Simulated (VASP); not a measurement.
Write the native input for VASP 6.6.1 that does the following.

- Task: single point
- Functional: PBE
- Potentials or basis: VASP PAW PBE potentials, release 64 (Cs_sv, Ag)
- Cutoff: 520 eV
- k mesh: 4 × 4 × 4
- Occupations: gaussian, width 0.1 eV
- Spin: no spin polarisation
- Dipole correction: no
- Further INCAR settings: ALGO = Normal; EDIFF = 1e-06; NBANDS = 28

The structure of CsAg lies in POSCAR:

```
CsAg
1.0
    2.4291708259     -6.1635226948      0.0000000000
    2.4291708259      6.1635226948      0.0000000000
    0.0000000000      0.0000000000      4.7049330517
Cs Ag
2 2
Direct
    0.8620000000      0.1380000000      0.7500000000
    0.1380000000      0.8620000000      0.2500000000
    0.5830000000      0.4170000000      0.7500000000
    0.4170000000      0.5830000000      0.2500000000
```

The input as run:

INCAR

```
SYSTEM = CsAg
PREC     = Accurate       ! precision mode
ENCUT    = 520            ! plane-wave cutoff, eV
EDIFF    = 1E-6           ! SCF threshold, eV
ISMEAR   = 0              ! smearing method
SIGMA    = 0.1            ! smearing width, eV
LREAL    = .FALSE.        ! projectors in reciprocal space
LASPH    = .TRUE.         ! aspherical terms in the spheres
NELM     = 80             ! most SCF steps
ALGO     = Normal         ! electronic algorithm
ISIF     = 2              ! what is computed and relaxed
LWAVE    = .FALSE.        ! write WAVECAR
LCHARG   = .TRUE.         ! write CHGCAR
GGA      = PE             ! functional
LELF     = .TRUE.         ! ELF
LVHAR    = .TRUE.       
NBANDS   = 28             ! bands
```

KPOINTS

```
regular mesh
0
G
  4 4 4
  0 0 0
```

Potentials or basis: VASP PAW PBE potentials, release 64 (Cs_sv, Ag).

The run is started by

```console
$ cat potpaw_PBE.64/Cs_sv/POTCAR potpaw_PBE.64/Ag/POTCAR > POTCAR
$ mpirun -np 1 vasp_std > vasp.out
```

Results of the run:

| Quantity | Value |
| --- | --- |
| Pressure | 4.4 GPa |
| Largest force | 0.573 eV/Å |
| Band gap on the k mesh | 0.52 eV, direct |

Caveat: spin-orbit coupling is left out, which moves the levels of the heavy elements.

It took 51 s on 1 thread of Intel(R) Xeon(R) 6975P-C (Granite Rapids), on a shared host, peak memory 0.31 GiB.
